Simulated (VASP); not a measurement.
# Pt (Im-3m) in VASP: notebook, part 3 of 3

VASP 6.6.1.

### 5 Relaxation of cell and atoms, PBEsol, target pressure 10 GPa, at which the enthalpy is minimised

This run uses another cell than the first one, of 15.90 Å³/atom, 1.047 times its volume.

Input file INCAR:

```
SYSTEM = Pt
PREC     = Accurate       ! precision mode
ENCUT    = 600            ! plane-wave cutoff, eV
EDIFF    = 1E-7           ! SCF threshold, eV
ISMEAR   = -1             ! smearing method
SIGMA    = 0.05           ! smearing width, eV
LREAL    = .False.        ! projectors in reciprocal space
LASPH    = .True.         ! aspherical terms in the spheres
NELM     = 100            ! most SCF steps
ALGO     = Normal         ! electronic algorithm
ISIF     = 3              ! what is computed and relaxed
LWAVE    = .False.        ! write WAVECAR
LCHARG   = .False.        ! write CHGCAR
GGA      = PS             ! functional
IBRION   = 2              ! ionic algorithm
NSW      = 80             ! ionic steps
EDIFFG   = -0.005         ! ionic threshold
PSTRESS  = 100.0
```

Input file KPOINTS:

```
Automatic mesh
0
Gamma
  12 12 12
  0 0 0
```

Input file POSCAR:

```
Pt
1.0
   -1.5842200000      1.5842200000      1.5842200000
    1.5842200000     -1.5842200000      1.5842200000
    1.5842200000      1.5842200000     -1.5842200000
Pt
1
Direct
    0.0000000000      0.0000000000      0.0000000000
```

Potentials or basis: VASP PAW PBE potentials, release 64 (Pt).

Run with:

```console
$ cat potpaw_PBE.64/Pt/POTCAR > POTCAR
$ mpirun -np 1 vasp_std > vasp.out
```

OUTCAR:

```text
SYSTEM = Pt
   PREC = Accurate
   ENCUT = 600
   EDIFF = 1E-7
   ISMEAR = -1
   LREAL = .False.
   LASPH = .True.
   NELM = 100
   ISIF = 3
   GGA = PS
   IBRION = 2
   NSW = 80
   EDIFFG = -0.005
   PSTRESS = 100.0

 ion  position               nearest neighbor table
   1  0.000  0.000  0.000-

  LATTYP: Found a body centered cubic cell.
 ALAT       =     3.1684400000

  Lattice vectors:

 A1 = (  -1.5842200000,   1.5842200000,   1.5842200000)
 A2 = (   1.5842200000,  -1.5842200000,   1.5842200000)
 A3 = (   1.5842200000,   1.5842200000,  -1.5842200000)

Analysis of symmetry for initial positions (statically):
=====================================================================
 Subroutine PRICEL returns:
 Original cell was already a primitive cell.

[... 175 lines left out ...]
 cond. band min:       9.8707621845   @ k =  -0.4167  -0.4167   0.1667
 fundamental gap:      0.0875973731
 Fermi energy:         9.8343670806

 k-point     1 :       0.0000    0.0000    0.0000
  band No.  band energies     occupation
      1       0.4059      2.00000
      2       6.4507      2.00000
      3       6.4508      2.00000
      4       6.4508      2.00000
      5       8.9390      2.00000
      6       8.9390      2.00000
      7      26.9880      0.00000
      8      26.9880      0.00000
      9      26.9880      0.00000
[... 425 lines left out ...]
--------------------------------------- Ionic step        5  -------------------------------------------

 number of electron      10.0000000 magnetization

 Free energy of the ion-electron system (eV)
  ---------------------------------------------------
  ext. energy  EPLUGINS =         0.00000000
  ---------------------------------------------------
  free energy    TOTEN  =        -6.85473830 eV

  energy without entropy =       -6.84930981  energy(sigma->0) =       -6.85202406

 E-fermi :  11.2831     XC(G=0): -13.7769

 val. band max:       11.2372188375   @ k =   0.5000   0.5000   0.4167
 cond. band min:      11.3372401628   @ k =   0.5000   0.0000   0.0000
 fundamental gap:      0.1000213254
 Fermi energy:        11.2831444094

 k-point     1 :       0.0000    0.0000    0.0000
  band No.  band energies     occupation
      1       1.0261      2.00000
      2       7.4690      2.00000
      3       7.4690      2.00000
      4       7.4690      2.00000
      5      10.2646      2.00000
      6      10.2646      2.00000
      7      28.4146      0.00000
      8      28.4146      0.00000
      9      28.4146      0.00000
[... 308 lines left out ...]
  energy  without entropy=       -6.8493098144  energy(sigma->0) =       -6.85202406

  enthalpy is  TOTEN    =        -5.9379664478 eV   P V=        0.9167718547

 reached required accuracy - stopping structural energy minimisation
```

OSZICAR:

```text
N       E                     dE             d eps       ncg     rms          rms(c)
DAV:   1     0.404898588163E+02    0.40490E+02   -0.59766E+03  1320   0.116E+03
DAV:   2    -0.674982475457E+01   -0.47240E+02   -0.45462E+02  1378   0.199E+02
DAV:   3    -0.727960353041E+01   -0.52978E+00   -0.50378E+00  1505   0.203E+01
[... 41 lines left out ...]
DAV:   1    -0.685534460791E+01    0.17440E-02   -0.14308E-02  1301   0.129E+00    0.179E-01
DAV:   2    -0.685476586986E+01    0.57874E-03   -0.17010E-03  1300   0.369E-01    0.695E-02
DAV:   3    -0.685473501236E+01    0.30858E-04   -0.15635E-04  1358   0.105E-01    0.356E-02
DAV:   4    -0.685473827788E+01   -0.32655E-05   -0.64620E-06  1395   0.193E-02    0.117E-03
DAV:   5    -0.685473830251E+01   -0.24632E-07   -0.50978E-08  1300   0.229E-03
   5 F= -.59379664E+01 E0= -.59352522E+01  d E =-.882768E-01
```

CONTCAR:

```text
Pt
   1.00000000000000
    -1.5427798368909271    1.5427798368909271    1.5427798368909271
     1.5427798368909271   -1.5427798368909271    1.5427798368909271
     1.5427798368909271    1.5427798368909271   -1.5427798368909271
  Pt
     1
Direct
     0.0000000000000000    0.0000000000000000    0.0000000000000000

  0.00000000E+00  0.00000000E+00  0.00000000E+00
```

It took 16 s on 1 thread of Intel Xeon 6975P-C (Granite Rapids), shared host; peak memory 0.15 GiB.

Results:

```yaml
Free_energy: -6.8547 eV
Relaxed_volume: 14.69 Å³/atom
Relaxed_cell: a = 2.672 Å, b = 2.672 Å, c = 2.672 Å, α = 109.47°, β = 109.47°, γ = 109.47°
Space_group_after_relaxing_to_0.05_Å: Im-3m (No. 229)
Energy_change_on_relaxing_the_enthalpy_is_what_falls: -12.4 meV/atom
Ionic_steps: 5
Pressure_after_relaxing: 10.0 GPa
Band_gap_on_the_k_mesh: zero (band 5 reaches 12.55 eV, above the bottom of band 6 at 10.09 eV)
```

The path:
```tsv
step	energy change (eV)	largest force (eV/Å)	pressure (GPa)	volume (Å³)
1	0.0000	0.0000	-11.48	15.90
2	1.3749	0.0000	161.76	11.48
3	-0.0186	0.0000	7.56	14.80
4	-0.0147	0.0000	9.14	14.73
5	-0.0124	0.0000	10.02	14.69
```

Final structure:
```
Pt
1.0
    -1.54278    1.54278    1.54278
     1.54278   -1.54278    1.54278
     1.54278    1.54278   -1.54278
Pt
1
Direct
  0.00000 0.00000 0.00000
```

Caveat: the cell is relaxed towards a set pressure, so the enthalpy falls and the energy may rise; the PAW data sets were made with another functional, which shifts forces and pressure a little; spin-orbit coupling is left out, which moves the levels of the heavy elements.

### 6 Relaxation of cell and atoms, PBEsol, target pressure 20 GPa, at which the enthalpy is minimised

This run uses another cell than the first one, of 15.90 Å³/atom, 1.047 times its volume.

Input file INCAR:

```
SYSTEM = Pt
PREC     = Accurate       ! precision mode
ENCUT    = 600            ! plane-wave cutoff, eV
EDIFF    = 1E-6           ! SCF threshold, eV
ISMEAR   = -1             ! smearing method
SIGMA    = 0.05           ! smearing width, eV
LREAL    = .FALSE.        ! projectors in reciprocal space
LASPH    = .TRUE.         ! aspherical terms in the spheres
NELM     = 60             ! most SCF steps
ALGO     = Normal         ! electronic algorithm
ISIF     = 3              ! what is computed and relaxed
LWAVE    = .FALSE.        ! write WAVECAR
LCHARG   = .FALSE.        ! write CHGCAR
GGA      = PS             ! functional
IBRION   = 2              ! ionic algorithm
NSW      = 80             ! ionic steps
EDIFFG   = -0.005         ! ionic threshold
PSTRESS  = 200.0
```

Input file KPOINTS:

```
Automatic mesh
0
G
  12 12 12
  0 0 0
```

POSCAR is that of step 5.

Potentials or basis: VASP PAW PBE potentials, release 64 (Pt).

Run with:

```console
$ cat potpaw_PBE.64/Pt/POTCAR > POTCAR
$ mpirun -np 1 vasp_std > vasp.out
```

OUTCAR:

```text
SYSTEM = Pt
   PREC = Accurate
   ENCUT = 600
   EDIFF = 1E-6
   ISMEAR = -1
   LREAL = .FALSE.
   LASPH = .TRUE.
   NELM = 60
   ISIF = 3
   GGA = PS
   IBRION = 2
   NSW = 80
   EDIFFG = -0.005
   PSTRESS = 200.0

 ion  position               nearest neighbor table
   1  0.000  0.000  0.000-

  LATTYP: Found a body centered cubic cell.
 ALAT       =     3.1684400000

  Lattice vectors:

 A1 = (  -1.5842200000,   1.5842200000,   1.5842200000)
 A2 = (   1.5842200000,  -1.5842200000,   1.5842200000)
 A3 = (   1.5842200000,   1.5842200000,  -1.5842200000)

Analysis of symmetry for initial positions (statically):
=====================================================================
 Subroutine PRICEL returns:
 Original cell was already a primitive cell.

 Routine SETGRP: Setting up the symmetry group for a
 body centered cubic supercell.

 Subroutine GETGRP returns: Found 48 space group operations
[... 9 lines left out ...]

 Routine SETGRP: Setting up the symmetry group for a
 body centered cubic supercell.

 Subroutine GETGRP returns: Found 48 space group operations
[... 11 lines left out ...]
                                     Primitive cell

  volume of cell :      15.9040

  direct lattice vectors                    reciprocal lattice vectors
    -1.584220000  1.584220000  1.584220000     0.000000000  0.315612731  0.315612731
     1.584220000 -1.584220000  1.584220000     0.315612731  0.000000000  0.315612731
[... 118 lines left out ...]
 maximum number of plane-waves:       555
 NGX is ok and might be reduce to    24
   NGX = 11   NGY = 11   NGZ = 11

--------------------------------------- Ionic step        1  -------------------------------------------

 number of electron      10.0000000 magnetization

 number of electron       9.9999999 magnetization

 Free energy of the ion-electron system (eV)
  ---------------------------------------------------
  ext. energy  EPLUGINS =         0.00000000
  ---------------------------------------------------
  free energy    TOTEN  =        -6.84233901 eV

  energy without entropy =       -6.83603239  energy(sigma->0) =       -6.83918570

 E-fermi :   9.8344     XC(G=0): -13.3081

 val. band max:        9.7831581045   @ k =   0.5000   0.5000   0.4167
 cond. band min:       9.8707559189   @ k =  -0.4167  -0.4167   0.1667
 fundamental gap:      0.0875978144
 Fermi energy:         9.8343615414

 k-point     1 :       0.0000    0.0000    0.0000
  band No.  band energies     occupation
      1       0.4060      2.00000
      2       6.4507      2.00000
      3       6.4507      2.00000
      4       6.4507      2.00000
      5       8.9390      2.00000
      6       8.9390      2.00000
      7      26.9880      0.00000
      8      26.9880      0.00000
      9      26.9880      0.00000
[... 423 lines left out ...]
--------------------------------------- Ionic step        5  -------------------------------------------

 number of electron       9.9999999 magnetization

 Free energy of the ion-electron system (eV)
  ---------------------------------------------------
  ext. energy  EPLUGINS =         0.00000000
  ---------------------------------------------------
  free energy    TOTEN  =        -6.81675181 eV

  energy without entropy =       -6.81152758  energy(sigma->0) =       -6.81413970

 E-fermi :  11.8224     XC(G=0): -13.9457

 val. band max:       11.7991957664   @ k =   0.5000   0.0000   0.0000
 cond. band min:      11.8889636161   @ k =  -0.4167  -0.4167   0.1667
 fundamental gap:      0.0897678498
 Fermi energy:        11.8223953316

 k-point     1 :       0.0000    0.0000    0.0000
  band No.  band energies     occupation
      1       1.2639      2.00000
      2       7.8468      2.00000
      3       7.8468      2.00000
      4       7.8468      2.00000
      5      10.7589      2.00000
      6      10.7589      2.00000
      7      28.9360      0.00000
      8      28.9360      0.00000
      9      28.9360      0.00000
[... 308 lines left out ...]
  energy  without entropy=       -6.8115275845  energy(sigma->0) =       -6.81413970

  enthalpy is  TOTEN    =        -5.0342651977 eV   P V=        1.7824866126

 reached required accuracy - stopping structural energy minimisation
```

Wall time 16 s (1 thread of Intel Xeon 6975P-C (Granite Rapids), shared host); peak memory 0.15 GiB.

Results:

```
Free energy                                            : -6.8168 eV
Relaxed volume                                         : 14.28 Å³/atom
Relaxed cell                                           : a = 2.647 Å, b = 2.647 Å, c = 2.647 Å, α = 109.47°, β = 109.47°, γ = 109.47°
Space group after relaxing (to 0.05 Å)                 : Im-3m (No. 229)
Energy change on relaxing (the enthalpy is what falls) : +25.6 meV/atom
Ionic steps                                            : 5
Pressure after relaxing                                : 20.0 GPa
Band gap on the k mesh                                 : zero (band 5 reaches 13.17 eV, above the bottom of band 6 at 10.57 eV)
```

The path:
```
step  energy change (eV)  largest force (eV/Å)  pressure (GPa)  volume (Å³)
   1              0.0000                0.0000          -11.48        15.90
   2              4.2070                0.0000          388.01         9.74
   3              0.0001                0.0000           13.93        14.52
   4              0.0127                0.0000           17.15        14.39
   5              0.0256                0.0000           20.03        14.28
```

Final structure:
```xyz
1
Lattice="-1.5283 1.5283 1.5283 1.5283 -1.5283 1.5283 1.5283 1.5283 -1.5283" Properties=species:S:1:pos:R:3 pbc="T T T"
Pt    0.0000    0.0000    0.0000
```

Caveat: the cell is relaxed towards a set pressure, so the enthalpy falls and the energy may rise; the PAW data sets were made with another functional, which shifts forces and pressure a little; spin-orbit coupling is left out, which moves the levels of the heavy elements.

### 7 Summary

```tsv
task	cell	cutoff (eV)	gap on the mesh (eV)	pressure (GPa)
single point	a = 2.702 Å, angles 109.5°, 1 atom	520	none	-0.4
relaxation of cell and atoms	relaxed from a = 2.744 Å, angles 109.5°, 1 atom	600	none	0.0
relaxation of cell and atoms	relaxed to 5 GPa from a = 2.744 Å, angles 109.5°, 1 atom	600	none	5.0
relaxation of cell and atoms	relaxed to 10 GPa from a = 2.744 Å, angles 109.5°, 1 atom	600	none	10.0
relaxation of cell and atoms	relaxed to 20 GPa from a = 2.744 Å, angles 109.5°, 1 atom	600	none	20.0
```

Alike in all rows: level PBEsol; potentials or basis VASP PAW PBE potentials, release 64 (Pt); no spin polarisation; k mesh 12 × 12 × 12; smearing fermi-dirac 0.05 eV.

Caveats: the PAW data sets were made with another functional, which shifts forces and pressure a little; spin-orbit coupling is left out, which moves the levels of the heavy elements; the cell is relaxed towards a set pressure, so the enthalpy falls and the energy may rise (some runs).

Absolute energies hang on the potentials; compare differences alone.
